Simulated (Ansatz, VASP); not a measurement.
**Ag: VASP beside Ansatz**

Contents of POSCAR:

```
Ag
1.0
    2.9103349780      0.0000000000      0.0000000000
   -1.4551674890      2.5204240244      0.0000000000
    0.0000000000      0.0000000000      4.7578513803
Ag
2
Direct
    0.6666666667      0.3333333333      0.7500000000
    0.3333333333      0.6666666667      0.2500000000
```

INCAR.step1

```
SYSTEM = Ag
  PREC = Accurate
  ENCUT = 520
  ISMEAR = -1
  SIGMA = 0.05
  LREAL = .False.
  LASPH = .True.
  NELM = 80
  NBANDS = 18
  GGA = PE
  ALGO = Normal
  EDIFF = 1E-4
  LWAVE = .True.
  LCHARG = .False.
```

INCAR.step2

```
SYSTEM = Ag
  PREC = Accurate
  ENCUT = 520
  EDIFF = 1E-7
  ISMEAR = -1
  SIGMA = 0.05
  LREAL = .False.
  LASPH = .True.
  NELM = 80
  ALGO = Normal
  ISIF = 2
  LWAVE = .False.
  LCHARG = .False.
  METAGGA = R2SCAN
  LMIXTAU = .True.
  NBANDS = 18
  ISTART = 1
```

The input KPOINTS:

```
Automatic mesh
0
Gamma
  10 10 6
  0 0 0
```

The input input.yaml:

```yaml
crystal:
  lattice:
    - [2.910334978, 0.0, 0.0]
    - [-1.455167489, 2.5204240244, 0.0]
    - [0.0, 0.0, 4.7578513803]
  atoms:
    - { symbol: Ag, position: [0.6666666667, 0.3333333333, 0.75] }
    - { symbol: Ag, position: [0.3333333333, 0.6666666667, 0.25] }
hamiltonian:
  xc: r2scan
  pseudopotentials: { kind: paw }
kpoints:
  mp_grid: { grid: [10, 10, 6] }
scf:
  occupations: { method: fermi_dirac, width: 0.05 }
output:
  forces: true
  stress: true
  eigenvalues: true
  write_density: true
  write_potential: true
  elf: true
  volumetric_format: npy
```

Alike in both runs: task single point; functional r2SCAN; k mesh 10 × 10 × 6; occupations fermi-dirac, width 0.05 eV; no spin polarisation.

```csv
,VASP,Ansatz
version,VASP 6.6.1,Ansatz 0.2.0
potentials or method,"VASP PAW PBE potentials, release 64 (Ag)",Ansatz PAW
plane-wave cutoff (eV),520,500
valence electrons in the cell,22,38
```

```csv
,VASP,Ansatz,Ansatz less VASP
gap on the k mesh at the Fermi level (eV),none,none,-
pressure (GPa),-0.4,-0.5,-0.12
"traceless stress, the component that is largest in VASP (GPa)",-0.48,-0.48,-0.003
```

VASP's potentials were made for PBE, not for r2SCAN. A gap of «none» marks a metal or a gap that the smearing closes. VASP's potentials hold 22 valence electrons a cell and Ansatz's 38, so a difference there can come from the potentials and not from the codes.
